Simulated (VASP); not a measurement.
# Al9N in VASP: further runs, part 2 of 3

VASP 6.6.1.

**4. Single point, PBE**

The input, INCAR:

```
PREC = Accurate ; ENCUT = 520
EDIFF = 1E-7 ; ISMEAR = 0
SIGMA = 0.1 ; LREAL = Auto
LASPH = True ; NELM = 60
ALGO = Normal ; ISIF = 2
LWAVE = False ; LCHARG = False
LDIPOL = True ; IDIPOL = 3
DIPOL = 0.5 0.5 0.299 ; GGA = PE
NBANDS = 48
```

The input, KPOINTS:

```
Automatic mesh
0
Gamma
  5 3 1
```

The input, POSCAR:

```
Al9N
1.0
    5.7070863110      0.0000000000      0.0000000000
   -1.4267715777      9.7014842372      0.0000000000
    0.0000000000      0.0000000000     22.7903703877
Al N
18 2
Direct
    0.2662216041      0.0648864163      0.1755127245
    0.7662216041      0.0648864163      0.1755127245
    0.3354806058      0.3419224231      0.2192029851
    0.8354806058      0.3419224231      0.2192029851
    0.1493324061      0.5973296244      0.2279410371
    0.6493324061      0.5973296244      0.2279410371
    0.4631842064      0.8527368258      0.2366790893
    0.9631842064      0.8527368258      0.2366790893
    0.0319772075      0.1277109158      0.2808262501
    0.5319772075      0.1277109158      0.2808262501
    0.0997917578      0.4042231245      0.3301071117
    0.5997917578      0.4042231245      0.3301071117
    0.4144000538      0.6596656467      0.3369822073
    0.9144000538      0.6596656467      0.3369822073
    0.2263076930      0.9110819227      0.3449259125
    0.7263076930      0.9110819227      0.3449259125
    0.2962427187      0.1814071959      0.3857054641
    0.7962427187      0.1814071959      0.3857054641
    0.3799362750      0.9110819227      0.4488900449
    0.5726791109      0.9110819227      0.4488900449
```

Potentials or basis: VASP PAW PBE potentials, release 64 (Al, N).

Started as:

```
$ cat potpaw_PBE.64/Al/POTCAR potpaw_PBE.64/N/POTCAR > POTCAR
$ mpirun -np 1 vasp_std > vasp.out
```

OUTCAR:

```text
PREC = Accurate
   ENCUT = 520
   EDIFF = 1E-7
   ISMEAR = 0
   LREAL = Auto
   LASPH = True
   NELM = 60
   ISIF = 2
   GGA = PE

 ion  position               nearest neighbor table
   1  0.266  0.065  0.176-   2 2.85   2 2.85   9 2.86  10 2.86   7 2.87   3 2.87   8 2.87
   2  0.766  0.065  0.176-   1 2.85   1 2.85  10 2.86   9 2.86   8 2.87   4 2.87   7 2.87
   3  0.335  0.342  0.219-   4 2.85   4 2.85   6 2.87   5 2.87   1 2.87   9 2.89  10 2.89  12 2.96
                            11 2.97
   4  0.835  0.342  0.219-   3 2.85   3 2.85   5 2.87   6 2.87   2 2.87  10 2.89   9 2.89  11 2.96
                            12 2.97
   5  0.149  0.597  0.228-   6 2.85   6 2.85   4 2.87   3 2.87   7 2.87   8 2.87  13 2.93  14 2.93
                            11 2.99
   6  0.649  0.597  0.228-   5 2.85   5 2.85   3 2.87   4 2.87   8 2.87   7 2.87  14 2.93  13 2.93
                            12 2.99
   7  0.463  0.853  0.237-  10 2.85   8 2.85   8 2.85   5 2.87   1 2.87   6 2.87   2 2.87  16 2.90
                            15 2.91  13 2.96
   8  0.963  0.853  0.237-   9 2.85   7 2.85   7 2.85   6 2.87   2 2.87   5 2.87   1 2.87  15 2.90
                            16 2.91  14 2.96
   9  0.032  0.128  0.281-  18 2.83  17 2.83   8 2.85  10 2.85  10 2.85   1 2.86   2 2.86   3 2.89
[... 612 lines left out ...]

------------------------ aborting loop because EDIFF is reached ----------------------------------------

 vacuum level on the upper side and lower side of the slab       (xc-potential included)        -0.081         0.014

  FORCE on cell =-STRESS in cart. coord.  units (eV):
  Direction    XX          YY          ZZ          XY          YZ          ZX
  --------------------------------------------------------------------------------------
  -------------------------------------------------------------------------------------
  Total       -6.5568938    -10.9309794      3.0147221     -0.4892969     -1.1183431      0.0086617
  in kB       -8.3253927    -13.8792389      3.8278407     -0.6212681     -1.4199780      0.0109979
  external PRESSURE =      -6.1255969 kB  Pullay stress =       0.0000000 kB

 VOLUME and BASIS-vectors are now :
 -----------------------------------------------------------------------------
  energy-cutoff  :      520.00
  volume of cell :     1261.84
      direct lattice vectors                 reciprocal lattice vectors
     5.707086311  0.000000000  0.000000000     0.175220760  0.025769253  0.000000000
    -1.426771578  9.701484237  0.000000000     0.000000000  0.103077011  0.000000000
     0.000000000  0.000000000 22.790370388     0.000000000  0.000000000  0.043878181

 POSITION                                       TOTAL-FORCE (eV/Angst)
 -----------------------------------------------------------------------------------
      1.42677      0.62949      4.00000        -0.062909      0.166788      0.048029
      4.28031      0.62949      4.00000         0.056745      0.149968      0.057155
      1.42677      3.31715      4.99572        -0.055329      0.068793      0.020622
      4.28031      3.31715      4.99572         0.077112      0.077457      0.016585
      0.00000      5.79498      5.19486        -0.006042     -0.070680      0.013636
      2.85354      5.79498      5.19486        -0.006534     -0.070510      0.011976
[... 12 lines left out ...]
      0.86842      8.83885     10.23037        -4.977060     -0.209926      0.620779
      1.96842      8.83885     10.23037         4.987902     -0.185380      0.637305
 -----------------------------------------------------------------------------------
    total drift:                               -0.007393     -0.032746     -0.006574

  FREE ENERGIE OF THE ION-ELECTRON SYSTEM (eV)
  ---------------------------------------------------
  free  energy   TOTEN  =       -77.0455936564 eV

  energy  without entropy=      -76.9977149384  energy(sigma->0) =      -77.02165430

 vacuum level on the upper side and lower side of the slab         2.983         3.078
```

stdout:

```text
POSCAR found type information on POSCAR AlN
 POSCAR found :  2 types and      20 ions
 scaLAPACK will be used
 LDA part: xc-table for (Slater+PW92), standard interpolation
 POSCAR, INCAR and KPOINTS ok, starting setup
 FFT: planning ... GRIDC
 FFT: planning ... GRID_SOFT
 FFT: planning ... GRID
 WAVECAR not read
 entering main loop
```

Run time: 13 min. Hardware: 1 thread of AMD EPYC 9R45 (Zen 5), shared host; peak memory 1.1 GiB.

What came out:

```yaml
Free_energy: -77.0456 eV
Largest_force: 5.032 eV/Å
Band_gap_on_the_k_mesh: zero (bands 32 and 33 overlap by 0.75 eV)
```

Forces on the atoms (eV/Å):
```
Al  -0.063  0.167  0.048
Al   0.057  0.150  0.057
Al  -0.055  0.069  0.021
Al   0.077  0.077  0.017
Al  -0.006 -0.071  0.014
Al  -0.007 -0.071  0.012
Al  -0.011 -0.134 -0.199
Al   0.015 -0.140 -0.164
Al  -0.010  0.059 -0.015
Al   0.006  0.002  0.059
Al  -0.022 -0.056 -0.036
Al   0.026  0.021 -0.039
Al  -0.022 -0.099 -0.124
Al   0.000  0.006  0.011
Al  -0.413 -0.071 -0.377
Al   0.418 -0.040 -0.374
Al  -0.146  0.272 -0.093
Al   0.144  0.253 -0.076
N   -4.977 -0.210  0.621
N    4.988 -0.185  0.637
```

Caveat: the standard files for N, O and F lose accuracy on very short bonds.

**5. Single point, PBE**

The input, INCAR:

```
SYSTEM = Al9N
ALGO     = Normal         ! electronic algorithm
DIPOL    = 0.5 0.5 0.301
EDIFF    = 1E-6           ! SCF threshold, eV
ENCUT    = 520            ! plane-wave cutoff, eV
GGA      = PE             ! functional
IDIPOL   = 3            
ISIF     = 2              ! what is computed and relaxed
ISMEAR   = 0              ! smearing method
LASPH    = .TRUE.         ! aspherical terms in the spheres
LCHARG   = .FALSE.        ! write CHGCAR
LDIPOL   = .TRUE.       
LREAL    = Auto         
LWAVE    = .FALSE.        ! write WAVECAR
NBANDS   = 48             ! bands
NELM     = 80             ! most SCF steps
PREC     = Accurate       ! precision mode
SIGMA    = 0.1            ! smearing width, eV
```

The input, KPOINTS:

```
k-points
0
G
  5 3 1
  0 0 0
```

POSCAR, as its differences from that of step 4:

```diff
@@ -26,3 +26,3 @@
     0.7962427187      0.1814071959      0.3857054641
-    0.3799362750      0.9110819227      0.4488900449
-    0.5726791109      0.9110819227      0.4488900449
+    0.3799362750      0.9110819227      0.4769720809
+    0.5726791109      0.9110819227      0.4769720809
```

Potentials or basis: VASP PAW PBE potentials, release 64 (Al, N).

Started as:

```
$ cat potpaw_PBE.64/Al/POTCAR potpaw_PBE.64/N/POTCAR > POTCAR
$ mpirun -np 1 vasp_std > vasp.out
```

OUTCAR:

```text
SYSTEM = Al9N
   EDIFF = 1E-6
   ENCUT = 520
   GGA = PE
   ISIF = 2
   ISMEAR = 0
   LASPH = .TRUE.
   LREAL = Auto
   NELM = 80
   PREC = Accurate

 ion  position               nearest neighbor table
   1  0.266  0.065  0.176-   2 2.85   2 2.85   9 2.86  10 2.86   7 2.87   3 2.87   8 2.87
   2  0.766  0.065  0.176-   1 2.85   1 2.85  10 2.86   9 2.86   8 2.87   4 2.87   7 2.87
   3  0.335  0.342  0.219-   4 2.85   4 2.85   6 2.87   5 2.87   1 2.87   9 2.89  10 2.89  12 2.96
                            11 2.97
   4  0.835  0.342  0.219-   3 2.85   3 2.85   5 2.87   6 2.87   2 2.87  10 2.89   9 2.89  11 2.96
[... 632 lines left out ...]
  in kB      -11.4019296    -15.4391905      1.9892520     -0.1161861     -1.2841843     -0.0014631
  external PRESSURE =      -8.2839560 kB  Pullay stress =       0.0000000 kB

 VOLUME and BASIS-vectors are now :
 -----------------------------------------------------------------------------
  energy-cutoff  :      520.00
  volume of cell :     1261.84
      direct lattice vectors                 reciprocal lattice vectors
     5.707086311  0.000000000  0.000000000     0.175220760  0.025769253  0.000000000
    -1.426771578  9.701484237  0.000000000     0.000000000  0.103077011  0.000000000
     0.000000000  0.000000000 22.790370388     0.000000000  0.000000000  0.043878181

 POSITION                                       TOTAL-FORCE (eV/Angst)
 -----------------------------------------------------------------------------------
      1.42677      0.62949      4.00000        -0.044767      0.158984      0.032610
      4.28031      0.62949      4.00000         0.034772      0.150127      0.036847
      1.42677      3.31715      4.99572        -0.019197      0.048004      0.047637
      4.28031      3.31715      4.99572         0.034615      0.060453      0.045593
      0.00000      5.79498      5.19486         0.003143     -0.070389      0.022209
      2.85354      5.79498      5.19486        -0.007411     -0.075486      0.019853
[... 12 lines left out ...]
      0.86842      8.83885     10.87037        -2.749890     -0.091986      0.285535
      1.96842      8.83885     10.87037         2.752858     -0.084026      0.289854
 -----------------------------------------------------------------------------------
    total drift:                               -0.008057     -0.032742     -0.006954

  FREE ENERGIE OF THE ION-ELECTRON SYSTEM (eV)
  ---------------------------------------------------
  free  energy   TOTEN  =       -77.6407446784 eV

  energy  without entropy=      -77.5951040113  energy(sigma->0) =      -77.61792434

 vacuum level on the upper side and lower side of the slab         2.953         3.036
```

OSZICAR:

```text
N       E                     dE             d eps       ncg     rms          rms(c)
DAV:   1     0.302346768013E+03    0.30235E+03   -0.18386E+04   776   0.913E+02
DAV:   2    -0.309984514918E+02   -0.33335E+03   -0.31627E+03  1088   0.166E+02
DAV:   3    -0.787905992663E+02   -0.47792E+02   -0.46447E+02  1056   0.581E+01
[... 17 lines left out ...]
DAV:  21    -0.776407242185E+02   -0.17818E-04   -0.92127E-07   720   0.220E-03    0.540E-04
DAV:  22    -0.776407359153E+02   -0.11697E-04   -0.35986E-07   616   0.149E-03    0.247E-04
DAV:  23    -0.776407399566E+02   -0.40414E-05   -0.11736E-07   688   0.893E-04    0.254E-04
DAV:  24    -0.776407438537E+02   -0.38971E-05   -0.10462E-07   624   0.837E-04    0.126E-04
DAV:  25    -0.776407446784E+02   -0.82465E-06   -0.29357E-08   632   0.507E-04
   1 F= -.77640745E+02 E0= -.77617924E+02  d E =-.456407E-01
```

Run time: 13 min. Hardware: 1 thread of AMD EPYC 9R45 (Zen 5), shared host; peak memory 1.1 GiB.

Results:

| Quantity | Value |
| --- | --- |
| Free energy | -77.6407 eV |
| Largest force | 2.769 eV/Å |
| Band gap on the k mesh | zero (bands 32 and 33 overlap by 0.74 eV) |

Forces on the atoms (eV/Å):
```
Al  -0.045  0.159  0.033
Al   0.035  0.150  0.037
Al  -0.019  0.048  0.048
Al   0.035  0.060  0.046
Al   0.003 -0.070  0.022
Al  -0.007 -0.075  0.020
Al  -0.008 -0.122 -0.151
Al   0.013 -0.109 -0.123
Al  -0.003  0.025 -0.005
Al   0.002  0.023 -0.003
Al  -0.005 -0.021 -0.008
Al   0.012 -0.004 -0.015
Al  -0.012 -0.013 -0.030
Al   0.000 -0.004  0.000
Al  -0.109 -0.022 -0.160
Al   0.104 -0.005 -0.162
Al  -0.052  0.086 -0.068
Al   0.053  0.070 -0.055
N   -2.750 -0.092  0.286
N    2.753 -0.084  0.290
```

Caveat: the standard files for N, O and F lose accuracy on very short bonds.

[end of part 2 of 3]
